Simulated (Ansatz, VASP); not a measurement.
**One calculation of W, two programs**

```
CELL_PARAMETERS angstrom
2.71316 0.00000 0.00000
-1.35658 2.34966 0.00000
0.00000 0.00000 4.76842
ATOMIC_POSITIONS crystal
W 0.33333 0.66667 0.25000
W 0.66667 0.33333 0.75000
```

Change from the starting cell: volume scaled by 0.92, LAPW.

Alike in both runs: task single point; functional PBE; k mesh 17 × 17 × 9; occupations fermi-dirac, width 0.1 eV; no spin polarisation.

|  | VASP | Ansatz |
| --- | --- | --- |
| version | VASP 6.6.1 | Ansatz 0.2.0 |
| potentials or method | VASP PAW PBE potentials, release 64 (W_sv), cutoff 520 eV | all-electron LAPW, scalar-relativistic |

VASP gave:

* pressure (GPa): 28.1
* traceless stress, the component that is largest in VASP (GPa): -0.15

Question: Which values does Ansatz return?

Answer: Pressure (GPa): 27.1; traceless stress, the component that is largest in VASP (GPa): 0.01.

Ansatz ran all-electron here, and VASP with PAW potentials.

Spin-orbit coupling is off throughout.
